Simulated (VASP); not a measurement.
Set up this calculation in VASP 6.6.1, as the native input.

```
Task                   : single point
Functional             : r2SCAN
Potentials or basis    : VASP PAW PBE potentials, release 64 (P)
Cutoff                 : 520 eV
k mesh                 : 12 × 12 × 12
Occupations            : gaussian, width 0.15 eV
Spin                   : no spin polarisation
Dipole correction      : no
Further INCAR settings : ALGO = Normal; EDIFF = 1e-06; NBANDS = 8
```

Crystal: P.

```xyz
1
Lattice="4.2040 0.0000 0.0000 0.0000 4.2040 0.0000 0.0000 0.0000 4.5227" Properties=species:S:1:pos:R:3 pbc="T T T"
P     0.0000    0.0000    0.0000
```

This cell differs from its parent crystal: ratio of the length along z to the lengths across it x 1.05, volume and fractional coordinates fixed.

These files were run (other wordings do the same):

POSCAR

```
P
1.0
    4.2039749835      0.0000000000      0.0000000000
    0.0000000000      4.2039749835      0.0000000000
    0.0000000000      0.0000000000      4.5227434841
P
1
Direct
    0.0000000000      0.0000000000      0.0000000000
```

INCAR.step1

```
PREC = Accurate
ENCUT = 520
ISMEAR = 0
SIGMA = 0.15
LREAL = False
LASPH = True
NELM = 80
NBANDS = 8
GGA = PE
ALGO = Normal
EDIFF = 1E-4
LWAVE = True
LCHARG = False
```

INCAR.step2

```
PREC = Accurate
ENCUT = 520
EDIFF = 1E-6
ISMEAR = 0
SIGMA = 0.15
LREAL = False
LASPH = True
NELM = 80
ALGO = Normal
ISIF = 2
LWAVE = False
LCHARG = False
METAGGA = R2SCAN
LMIXTAU = True
NBANDS = 8
ISTART = 1
```

KPOINTS

```
Automatic mesh
0
Gamma
  12 12 12
```

Potentials or basis: VASP PAW PBE potentials, release 64 (P).

Launch:

```bash
$ cat potpaw_PBE.64/P/POTCAR > POTCAR
$ cp INCAR.step1 INCAR
$ mpirun -np 1 vasp_std > vasp.out
$ cp INCAR.step2 INCAR
$ mpirun -np 1 vasp_std > vasp.out
```

It gave:

The pressure is -4.0 GPa and the band gap on the k mesh is zero (an odd number of electrons rules out a gap without spin polarisation).

Caveat: the cell stands under tension; the PAW data sets were made with another functional, which shifts forces and pressure a little.

Run time: 110 s on 1 thread of Intel(R) Xeon(R) 6975P-C (Granite Rapids) (shared host), peak memory 0.26 GiB.
